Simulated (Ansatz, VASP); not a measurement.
Al2Ge3B3N: VASP beside Ansatz

```xyz
9
Lattice="4.2680 0.0000 0.0000 0.0000 4.2680 0.0000 0.0000 0.0000 6.6473" Properties=species:S:1:pos:R:3 pbc="T T T"
Al    0.0000    0.0000    5.4319
Al    0.0000    0.0000    1.2154
Ge    0.0000    2.1340    3.3237
Ge    2.1340    0.0000    3.3237
Ge    2.1340    2.1340    0.0000
B     0.0000    2.1340    0.0000
B     2.1340    0.0000    0.0000
B     0.0000    0.0000    3.3237
N     2.1340    2.1340    3.3237
```

Alike in both runs: functional PBE; k mesh 4 × 4 × 4; occupations gaussian, width 0.1 eV; no spin polarisation.

Ansatz relaxed the structure, and its values are those at the end. VASP's run is a single point on that final structure, the one shown.

```csv
,VASP,Ansatz
version,VASP 6.6.1,Ansatz 0.2.0
potentials or method,"VASP PAW PBE potentials, release 64 (Al, Ge_d, B, N), cutoff 520 eV","scalar-relativistic, plane waves, PAW"
valence electrons in the cell,62,62
```

```csv
,VASP,Ansatz,Ansatz less VASP
gap on the k mesh at the Fermi level (eV),none,none,-
pressure (GPa),0.0,0.0,+0.04
```

A gap of «none» marks a metal or a gap that the smearing closes.

The k mesh is coarse, so the values compare programs but aren't converged.
